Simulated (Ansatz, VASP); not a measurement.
## C: VASP beside Ansatz

```
C
1.0
     0.00000    1.77691    1.77691
     1.77691    0.00000    1.77691
     1.77691    1.77691    0.00000
C
2
Cartesian
  -0.4442 -0.4442 -0.4442
  0.4442 0.4442 0.4442
```

Alike in both runs: functional PBEsol; k mesh 16 × 16 × 16; occupations fermi-dirac, width 0.02 eV; no spin polarisation.

Ansatz relaxed the structure, and its values are those at the end. VASP's run is a single point on that final structure, the one shown.

```csv
,VASP,Ansatz
version,VASP 6.6.1,Ansatz 0.2.0
potentials or method,"VASP PAW PBE potentials, release 64 (C_h)","PAW with Ansatz's default frozen-core files, scalar-relativistic"
plane-wave cutoff (eV),1300,420
valence electrons in the cell,8,8
```

```tsv
	VASP	Ansatz	Ansatz less VASP
pressure (GPa)	0.1	0.0	-0.13
```

VASP's potentials were made for PBE, not for PBEsol.
